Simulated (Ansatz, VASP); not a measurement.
# Two plane-wave programs on Na2Au

```
Na Au
1.0
    -3.70850    3.70850    2.76100
     3.70850   -3.70850    2.76100
     3.70850    3.70850   -2.76100
Na Au
4 2
Direct
  0.65800 0.15800 0.81600
  0.15800 0.34200 0.50000
  0.34200 0.84200 0.18400
  0.84200 0.65800 0.50000
  0.25000 0.25000 0.00000
  0.75000 0.75000 0.00000
```

Alike in both runs: task single point; functional LDA; k mesh 4 × 4 × 4; occupations gaussian, width 0.1 eV; no spin polarisation.

|  | VASP | Ansatz |
| --- | --- | --- |
| version | VASP 6.6.1 | Ansatz 0.2.0 |
| potentials or method | VASP PAW LDA potentials, release 64 (Na_pv, Au), cutoff 500 eV | scalar-relativistic, plane waves, PAW |
| valence electrons in the cell | 50 | 74 |

VASP gave:

```
gap on the k mesh at the Fermi level (eV)                     : none
pressure (GPa)                                                : -2.9
traceless stress, the component that is largest in VASP (GPa) : -1.70
rms of the force components (eV/Å)                            : 0.144
```

Q: What did Ansatz give for the same quantities?

A: gap on the k mesh at the Fermi level (eV): none; pressure (GPa): -3.0; traceless stress, the component that is largest in VASP (GPa): -1.77; rms of the force components (eV/Å): 0.145.

LDA's correlation is that of Perdew and Zunger in VASP and of Perdew and Wang (1992) in Ansatz. Atom by atom the forces differ by 0.002 eV/Å (rms over components). A gap of «none» marks a metal or a gap that the smearing closes. VASP's potentials hold 50 valence electrons a cell and Ansatz's 74, so a difference there can come from the potentials and not from the codes.

Neither program's run includes spin-orbit coupling.
